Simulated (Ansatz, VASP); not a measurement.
## LiH: VASP beside Ansatz

The input INCAR:

```
PREC = Accurate
ENCUT = 520
EDIFF = 1E-6
ISMEAR = 0
SIGMA = 0.05
LREAL = False
LASPH = True
NELM = 60
ALGO = Normal
ISIF = 2
LWAVE = False
LCHARG = False
GGA = PE
NBANDS = 9
```

The input KPOINTS:

```
regular mesh
0
Gamma
  10 10 10
```

Contents of POSCAR:

```
LiH
1.0
    0.0000000000      1.9512000000      2.1138000000
    1.9512000000      0.0000000000      2.1138000000
    1.9512000000      1.9512000000      0.0000000000
Li H
1 1
Direct
    0.0000000000      0.0000000000      0.0000000000
    0.5000000000      0.5000000000      0.5000000000
```

Input for Ansatz:

```yaml
crystal:
  lattice:
    - [0.0, 1.9512, 2.1138]
    - [1.9512, 0.0, 2.1138]
    - [1.9512, 1.9512, 0.0]
  atoms:
    - { symbol: Li, position: [0.0, 0.0, 0.0] }
    - { symbol: H, position: [0.5, 0.5, 0.5] }
basis:
  ecutwfc: 420
kpoints:
  mp_grid: { grid: [10, 10, 10] }
hamiltonian:
  xc: pbe
scf:
  occupations: { method: gaussian, width: 0.05 }
output:
  forces: true
  stress: true
  eigenvalues: true
```

Change from the starting cell: strain -0.040 along x and y, +0.040 along z, atoms carried along.

Alike in both runs: task single point; functional PBE; k mesh 10 × 10 × 10; occupations gaussian, width 0.05 eV; no spin polarisation.

|  | VASP | Ansatz |
| --- | --- | --- |
| version | VASP 6.6.1 | Ansatz 0.2.0 |
| potentials or method | VASP PAW PBE potentials, release 64 (Li_sv, H), cutoff 520 eV | scalar-relativistic, plane waves, PAW |
| valence electrons in the cell | 4 | 4 |

|  | VASP | Ansatz | Ansatz less VASP |
| --- | --- | --- | --- |
| gap on the k mesh at the Fermi level (eV) | 2.11 | 2.11 | +0.007 |
| least direct gap on the mesh (eV) | 2.74 | 2.75 | +0.010 |

With one functional, cell and mesh, what is left measures potentials, basis and numerics.

Noted on VASP's run: the cutoff is short for stress, so the pressure is rough.
